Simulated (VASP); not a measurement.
GaSb:

```
Sb Ga
1.0
     0.00000    3.07926    3.07926
     3.07926    0.00000    3.07926
     3.07926    3.07926    0.00000
Sb Ga
1 1
Direct
  0.75000 0.75000 0.75000
  0.00000 0.00000 0.00000
```

Base run:

```yaml
Program: VASP 6.6.1
Functional: r2SCAN
Potentials_or_basis: VASP PAW PBE potentials, release 64 (Sb, Ga_d)
Cutoff: 520 eV
k_mesh: 8 × 8 × 8
Occupations: fermi-dirac, width 0.05 eV
Spin: non-collinear spin, zero start, spin-orbit coupling
Starting_moments: "[[0.0, 0.0, 0.0], [0.0, 0.0, 0.0]] μB"
```

Its results: pressure -0.5 GPa; net moment 0.00 μB per cell.

**Question.** The run is repeated on the same cell with these changes: functional from r2SCAN to PBEsol. What comes out?

**Answer.** Pressure -1.0 GPa; net moment 0.00 μB per cell.

Caveats: the PAW data sets were made with another functional, which shifts forces and pressure a little.
